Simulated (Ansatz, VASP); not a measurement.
## One calculation of WC, two programs

Contents of INCAR:

```
SYSTEM = WC
PREC = Accurate
ENCUT = 520
EDIFF = 1E-7
ISMEAR = -4
SIGMA = 0.1
LREAL = .FALSE.
LASPH = .TRUE.
NELM = 150
ALGO = Normal
ISIF = 2
LWAVE = .FALSE.
LCHARG = .FALSE.
MAGMOM = 0 0 0 0 0 0
LORBIT = 11
LSORBIT = .TRUE.
GGA_COMPAT = .FALSE.
LORBMOM = .TRUE.
LMAXMIX = 4
GGA = PE
NBANDS = 30
```

The input KPOINTS:

```
regular mesh
0
G
  14 14 12
  0 0 0
```

File POSCAR:

```
WC
1.0
    2.9209539620      0.0000000000      0.0000000000
   -1.4604769810      2.5296203344      0.0000000000
    0.0000000000      0.0000000000      2.8466159029
W C
1 1
Direct
    0.0000000000      0.0000000000      0.0000000000
    0.6666666667      0.3333333333      0.5000000000
```

Input for Ansatz:

```yaml
crystal:
  lattice:
    - [2.920953962013, 0.0, 0.0]
    - [-1.460476981007, 2.529620334388, 0.0]
    - [0.0, 0.0, 2.8466159029]
  atoms:
    - { symbol: W, position: [-3.700743415525e-17, 0.0, 0.0] }
    - { symbol: C, position: [0.6666666666667, 0.3333333333333, 0.5] }
basis:
  ecutwfc: 420
  ecutrho_ratio: 4
kpoints:
  mp_grid: { grid: [14, 14, 12] }
hamiltonian:
  xc: pbe
scf:
  occupations: { method: tetrahedron_uncorrected }
output:
  forces: true
  stress: true
magnetization:
  noncollinear: true
  spin_orbit: true
```

Alike in both runs: task single point; functional PBE; k mesh 14 × 14 × 12; non-collinear spin, spin-orbit coupling.

|  | VASP | Ansatz |
| --- | --- | --- |
| version | VASP 6.6.1 | Ansatz 0.2.0 |
| potentials or method | VASP PAW PBE potentials, release 64 (W_sv, C), cutoff 520 eV | plane waves, PAW |
| occupations | tetrahedron | tetrahedron-uncorrected |
| valence electrons in the cell | 18 | 18 |

Ansatz gave:

- pressure (GPa): 0.1
- traceless stress, the component that is largest in VASP (GPa): 0.06

Task: What did VASP give for the same quantities?

Result: Pressure (GPa): 2.2; traceless stress, the component that is largest in VASP (GPa): 0.17.

Ansatz's warnings: band table not solved further.
